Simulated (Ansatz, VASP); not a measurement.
InSb: VASP beside Ansatz

File INCAR:

```
SYSTEM = InSb
PREC = Accurate
ENCUT = 520
EDIFF = 1E-7
ISMEAR = 0
SIGMA = 0.1
LREAL = .False.
LASPH = .True.
NELM = 100
ALGO = Normal
ISIF = 2
LWAVE = .False.
LCHARG = .False.
GGA = PE
NBANDS = 26
```

KPOINTS

```
regular mesh
0
Gamma
  8 8 14
  0 0 0
```

The input POSCAR:

```
InSb
1.0
    5.9204200000      0.0000000000      0.0000000000
    0.0000000000      5.9380040000      0.0000000000
    0.0000000000      0.0000000000      3.2224990000
In Sb
2 2
Direct
    0.0000000000      0.0000000000      0.0088050000
    0.5000000000      0.5000000000      0.9911950000
    0.0000000000      0.5000000000      0.2769970000
    0.5000000000      0.0000000000      0.7230030000
```

Input for Ansatz:

```yaml
crystal:
  lattice:
    - [5.92042, 0.0, 0.0]
    - [0.0, 5.938004, 0.0]
    - [0.0, 0.0, 3.222499]
  atoms:
    - { symbol: In, position: [0.0, 0.0, 0.008805] }
    - { symbol: In, position: [0.5, 0.5, 0.991195] }
    - { symbol: Sb, position: [0.0, 0.5, 0.276997] }
    - { symbol: Sb, position: [0.5, 0.0, 0.723003] }
basis:
  ecutwfc: 420
kpoints:
  mp_grid: { grid: [8, 8, 14] }
hamiltonian:
  xc: pbe
scf:
  occupations: { method: gaussian, width: 0.1 }
output:
  forces: true
  stress: true
  eigenvalues: true
  populations: true
```

Alike in both runs: task single point; functional PBE; k mesh 8 × 8 × 14; occupations gaussian, width 0.1 eV; no spin polarisation.

```csv
,VASP,Ansatz
version,VASP 6.6.1,Ansatz 0.2.0
potentials or method,"VASP PAW PBE potentials, release 64 (In_d, Sb), cutoff 520 eV","scalar-relativistic, plane waves, PAW"
valence electrons in the cell,36,56
```

|  | VASP | Ansatz | Ansatz less VASP |
| --- | --- | --- | --- |
| gap on the k mesh at the Fermi level (eV) | none | none | - |
| pressure (GPa) | 0.0 | 0.0 | +0.04 |
| traceless stress, the component that is largest in VASP (GPa) | 0.29 | 0.30 | +0.013 |
| rms of the force components (eV/Å) | 0.024 | 0.024 | +0.0001 |

Atom by atom the forces differ by 0.000 eV/Å (rms over components). A gap of «none» marks a metal or a gap that the smearing closes. The functional is the same, so the differences come from potentials, cutoffs and numerics. VASP's potentials hold 36 valence electrons a cell and Ansatz's 56, so a difference there can come from the potentials and not from the codes.

Spin-orbit coupling is off throughout.
